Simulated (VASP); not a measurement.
A run of VASP 6.6.1 is set up as follows.

Contents of INCAR:

```
SYSTEM = Ba3Ti3SiCl4O9
ALGO = Normal
EDIFF = 1E-6
ENCUT = 520
GGA = PE
ISIF = 2
ISMEAR = -1
LASPH = .TRUE.
LCHARG = .TRUE.
LELF = .TRUE.
LREAL = Auto
LVHAR = .TRUE.
LWAVE = .FALSE.
NBANDS = 92
NELM = 60
PREC = Accurate
SIGMA = 0.05
```

The input KPOINTS:

```
k-points
0
G
  2 2 1
  0 0 0
```

POSCAR

```
Ba3Ti3SiCl4O9
1.0
    5.6572970000      0.0000000000      0.0000000000
   -2.8286490000      4.8993630000      0.0000000000
    0.0000000000      0.0000000000     20.7026380000
Ba Ti O Si Cl
3 3 9 1 4
Direct
    0.0000000000      0.0000000000      0.0483030230
    0.6706492730      0.3162860151      0.1438512329
    0.2985523658      0.6592897893      0.2691154625
    0.3333291060      0.6666580941      0.0997360819
   -0.0238675261      0.0005919137      0.2174119066
    0.6337342152      0.3213274869      0.3215677152
    0.4970647063      0.9941292368      0.0524136103
    0.0058771930      0.5029429336      0.0524136103
    0.4970658295      0.5029429336      0.0524136103
    0.1473340995      0.3239400714      0.1756008099
    0.6334875936      0.8453956157      0.1790496458
    0.1280536232      0.8427830312      0.1715433560
    0.7822484318      0.6725159985      0.3047437723
    0.2867690363      0.1263633660      0.2937983072
    0.8224132864      0.1991891599      0.2812588425
    0.7054777415      0.4799807648      0.5229816606
    1.0349798790      0.8745830836      0.5187841279
    0.3596528379      0.4856957935      0.5157893405
    0.7370788660      0.2723823485      0.4378572431
    0.6859323140      0.2607685938      0.6051595937
```

Potentials or basis: VASP PAW PBE potentials, release 64 (Ba_sv, Ti_sv, O, Si, Cl).

Run with:

```bash
$ cat potpaw_PBE.64/Ba_sv/POTCAR potpaw_PBE.64/Ti_sv/POTCAR potpaw_PBE.64/O/POTCAR potpaw_PBE.64/Si/POTCAR potpaw_PBE.64/Cl/POTCAR > POTCAR
$ mpirun -np 1 vasp_std > vasp.out
```

(1) Predict the band gap on the k mesh.

(2) Estimate the largest force.

Results:

(1) 0.07 eV.

(2) 4.060 eV/Å.

Caveat: the k points lie up to 0.64 Å⁻¹ apart; there is no dipole correction, which matters where the two faces differ; spin-orbit coupling is left out, which moves the levels of the heavy elements.
